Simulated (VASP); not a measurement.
Input of a VASP 6.6.1 run:

File INCAR:

```
SYSTEM = Yb
  ALGO = Normal
  EDIFF = 1E-6
  ENCUT = 520
  GGA = PE
  ISIF = 2
  ISMEAR = -1
  ISPIN = 2
  LASPH = .TRUE.
  LCHARG = .FALSE.
  LMAXMIX = 6
  LORBIT = 11
  LREAL = .FALSE.
  LWAVE = .FALSE.
  MAGMOM = 1
  NBANDS = 22
  NELM = 150
  PREC = Accurate
  SIGMA = 0.05
```

KPOINTS

```
k-points
0
G
  9 9 9
  0 0 0
```

Contents of POSCAR:

```
Yb
1.0
   -2.1075628599      2.1075628599      2.1075628599
    2.1075628599     -2.1075628599      2.1075628599
    2.1075628599      2.1075628599     -2.1075628599
Yb
1
Direct
    0.0000000000      0.0000000000      0.0000000000
```

Potentials or basis: VASP PAW PBE potentials, release 64 (Yb).

Command:

```sh
$ cat potpaw_PBE.64/Yb/POTCAR > POTCAR
$ mpirun -np 1 vasp_std > vasp.out
```

(1) What does it give for the pressure?

(2) Predict the band gap on the k mesh.

Answers

(1) -1.3 GPa.

(2) zero (filled and empty bands overlap).

Caveat: spin-orbit coupling is left out, which moves the levels of the heavy elements.
